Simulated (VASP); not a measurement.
# Ag (Fm-3m) in VASP: settings compared, part 2 of 2

VASP 6.6.1. The steps go on from the part before.

**3. Single point, BLYP+D3(BJ)**

This run uses another cell than the first one, of 16.71 Å³/atom, 1.021 times its volume.

INCAR reads:

```
PREC     = Accurate       # precision mode
ENCUT    = 520            # plane-wave cutoff, eV
EDIFF    = 1E-6           # SCF threshold, eV
ISMEAR   = -1             # smearing method
SIGMA    = 0.05           # smearing width, eV
LREAL    = False          # projectors in reciprocal space
LASPH    = True           # aspherical terms in the spheres
NELM     = 60             # most SCF steps
ALGO     = Normal         # electronic algorithm
ISIF     = 2              # what is computed and relaxed
LWAVE    = False          # write WAVECAR
LCHARG   = False          # write CHGCAR
GGA      = B5             # functional
ALDAX    = 1.0          
AGGAX    = 1.0          
AGGAC    = 1.0          
ALDAC    = 0.0          
IVDW     = 12             # dispersion correction
VDW_S6   = 1.0          
VDW_S8   = 2.6996       
VDW_A1   = 0.4298       
VDW_A2   = 4.2359       
NBANDS   = 12             # bands
```

KPOINTS reads:

```
regular mesh
0
Gamma
  11 11 11
```

POSCAR reads:

```
Ag
1.0
    0.0000000000      2.0290398554      2.0290398554
    2.0290398554      0.0000000000      2.0290398554
    2.0290398554      2.0290398554      0.0000000000
Ag
1
Direct
    0.0000000000      0.0000000000      0.0000000000
```

Potentials or basis: VASP PAW PBE potentials, release 64 (Ag).

Run with:

```
> cat potpaw_PBE.64/Ag/POTCAR > POTCAR
> mpirun -np 1 vasp_std > vasp.out
```

OUTCAR:

```text
PREC = Accurate
   ENCUT = 520
   EDIFF = 1E-6
   ISMEAR = -1
   LREAL = False
   LASPH = True
   NELM = 60
   ISIF = 2
   GGA = B5
   IVDW = 12
 IVDW          = 12

 ion  position               nearest neighbor table
   1  0.000  0.000  0.000-

  LATTYP: Found a face centered cubic cell.
 ALAT       =     4.0580797108

  Lattice vectors:

[... 536 lines left out ...]
      7      21.4000      0.00000
      8      21.8614      0.00000
      9      28.2051      0.00000
     10      29.9765      0.00000
     11      30.6602      0.00000
     12      34.1241      0.00000

 [... further k-points ...]

------------------------ aborting loop because EDIFF is reached ----------------------------------------

 Edisp (eV)   -1.37277

 E8    (eV) :    -1.0102

  FORCE on cell =-STRESS in cart. coord.  units (eV):
  Direction    XX          YY          ZZ          XY          YZ          ZX
  --------------------------------------------------------------------------------------
  -------------------------------------------------------------------------------------
  Total       0.13804     0.13804     0.13804    -0.00000    -0.00000     0.00000
  in kB      13.23784    13.23784    13.23784    -0.00000    -0.00000     0.00000
  external pressure =       13.24 kB  Pullay stress =        0.00 kB

 VOLUME and BASIS-vectors are now :
 -----------------------------------------------------------------------------
  energy-cutoff  :      520.00
  volume of cell :       16.71
      direct lattice vectors                 reciprocal lattice vectors
     0.000000000  2.029039855  2.029039855    -0.246421971  0.246421971  0.246421971
     2.029039855  0.000000000  2.029039855     0.246421971 -0.246421971  0.246421971
     2.029039855  2.029039855  0.000000000     0.246421971  0.246421971 -0.246421971

 POSITION                                       TOTAL-FORCE (eV/Angst)
 -----------------------------------------------------------------------------------
      0.00000      0.00000      0.00000        -0.000000     -0.000000     -0.000000
 -----------------------------------------------------------------------------------
    total drift:                               -0.000000      0.000000     -0.000000

  FREE ENERGIE OF THE ION-ELECTRON SYSTEM (eV)
  ---------------------------------------------------
  free  energy   TOTEN  =        -3.3634310157 eV

  energy  without entropy=       -3.3601652817  energy(sigma->0) =       -3.36179815
```

OSZICAR:

```text
N       E                     dE             d eps       ncg     rms          rms(c)
DAV:   1     0.534289797445E+02    0.53429E+02   -0.55203E+03  1352   0.829E+02
DAV:   2    -0.142768917884E+01   -0.54857E+02   -0.51680E+02  1556   0.197E+02
DAV:   3    -0.225997440405E+01   -0.83229E+00   -0.83191E+00  1596   0.257E+01
DAV:   4    -0.226274782142E+01   -0.27734E-02   -0.27733E-02  1556   0.153E+00
DAV:   5    -0.226277023141E+01   -0.22410E-04   -0.22411E-04  1608   0.123E-01    0.534E+00
DAV:   6    -0.200460651362E+01    0.25816E+00   -0.97048E-01  1472   0.889E+00    0.319E+00
DAV:   7    -0.199427391923E+01    0.10333E-01   -0.12095E-02  1580   0.106E+00    0.177E+00
DAV:   8    -0.199065405759E+01    0.36199E-02   -0.77444E-04  1560   0.255E-01    0.988E-02
DAV:   9    -0.199066076392E+01   -0.67063E-05   -0.73042E-06  1604   0.230E-02    0.245E-02
DAV:  10    -0.199066460477E+01   -0.38409E-05   -0.45293E-06  1516   0.207E-02    0.386E-03
DAV:  11    -0.199066437237E+01    0.23240E-06   -0.46085E-08   852   0.173E-03
   1 F= -.33634310E+01 E0= -.33617981E+01  d E =-.326573E-02
```

stdout:

```text
POSCAR found type information on POSCAR Ag
 POSCAR found :  1 types and       1 ions
 scaLAPACK will be used
 -----------------------------------------------------------------------------
|                                                                             |
|                                                                             |
|     You enforced a specific xc type in the INCAR file but a different       |
|     I HOPE YOU KNOW WHAT YOU ARE DOING!                                     |
|                                                                             |
 -----------------------------------------------------------------------------

 LDA part: xc-table for (Slater(with rela. corr.)+VWN5), standard interpolation
 POSCAR, INCAR and KPOINTS ok, starting setup
 FFT: planning ... GRIDC
 FFT: planning ... GRID_SOFT
 FFT: planning ... GRID
 WAVECAR not read
 entering main loop
```

Run time: 14 s. Hardware: 1 thread of AMD EPYC 7R13 (Zen 3), shared host; peak memory 0.12 GiB.

Results:

* Free energy: -3.3634 eV
* Pressure: 1.3 GPa
* Dispersion energy per atom: -1.373 eV

Caveat: the PAW data sets were made with another functional, which shifts forces and pressure a little; pairwise dispersion overbinds metals, which lowers pressure and volume.

**4. Single point, HSE06**

This run uses another cell than the first one, of 16.03 Å³/atom, 0.979 times its volume.

POSCAR reads:

```
Ag
1.0
    0.0000000000      2.0010495236      2.0010495236
    2.0010495236      0.0000000000      2.0010495236
    2.0010495236      2.0010495236      0.0000000000
Ag
1
Direct
    0.0000000000      0.0000000000      0.0000000000
```

INCAR.step1 reads:

```
SYSTEM = Ag
PREC = Accurate
ENCUT = 520
EDIFF = 1E-5
ISMEAR = -1
SIGMA = 0.05
LREAL = .FALSE.
LASPH = .TRUE.
NELM = 60
ALGO = Normal
ISIF = 2
LWAVE = .TRUE.
LCHARG = .FALSE.
NBANDS = 12
GGA = PE
```

INCAR.step2 reads:

```
SYSTEM = Ag
PREC = Accurate
ENCUT = 520
EDIFF = 1E-6
ISMEAR = -1
SIGMA = 0.05
LREAL = .FALSE.
LASPH = .TRUE.
NELM = 60
ALGO = Normal
ISIF = 2
LWAVE = .FALSE.
LCHARG = .FALSE.
GGA = PE
LHFCALC = .TRUE.
HFSCREEN = 0.2079
PRECFOCK = Normal
NBANDS = 12
ISTART = 1
```

KPOINTS reads:

```
Automatic mesh
0
G
  6 6 6
  0 0 0
```

Run with:

```
> cat potpaw_PBE.64/Ag/POTCAR > POTCAR
> cp INCAR.step1 INCAR
> mpirun -np 1 vasp_std > vasp.out
> cp INCAR.step2 INCAR
> mpirun -np 1 vasp_std > vasp.out
```

Wall time 6.7 min (1 thread of AMD EPYC 7R13 (Zen 3), shared host); peak memory 0.21 GiB.

Results (log left out):

| Property | Result |
| --- | --- |
| Free energy | -2.7076 eV |
| Pressure | 12.9 GPa |

Levels at points of the mesh, in eV from the Fermi level:
```csv
k point,band 2,band 3,band 4,band 5,band 6,band 7,band 8,band 9,band 10,band 11
"(0.00, 0.00, 0.00)",-6.13,-6.13,-6.13,-4.94,-4.94,17.40,21.54,21.54,21.54,26.37
"(0.50, 0.00, 0.00)",-6.17,-6.17,-3.92,-3.92,-0.37,4.79,16.58,20.07,20.07,25.30
"(0.50, 0.50, 0.00)",-7.89,-4.00,-3.64,-3.64,2.12,8.33,12.21,12.21,19.36,19.60
```

Caveat: the k points lie up to 0.45 Å⁻¹ apart; the PAW data sets were made with another functional, which shifts forces and pressure a little.

**5. Overview**

```tsv
level	cell	k mesh	grid for exact exchange (PRECFOCK)	screening parameter	gap on the mesh (eV)	pressure (GPa)
BLYP+D3(BJ)	a = 2.850 Å, angles 60.0°, 1 atom	11 × 11 × 11	-	-	none	3.9
BLYP+D3(BJ)	a = 2.869 Å, angles 60.0°, 1 atom	11 × 11 × 11	-	-	none	1.3
HSE06	a = 2.830 Å, angles 60.0°, 1 atom	6 × 6 × 6	Normal	0.2079 1/Å	none	12.9
```

Alike in all rows: task single point; potentials or basis VASP PAW PBE potentials, release 64 (Ag); no spin polarisation; cutoff (eV) 520; smearing fermi-dirac 0.05 eV.

Caveats: some runs use coarse meshes; the PAW data sets were made with another functional, which shifts forces and pressure a little; pairwise dispersion overbinds metals, which lowers pressure and volume (some runs).

Total energies depend on the potentials used, so only differences within one code and one set of settings carry meaning.
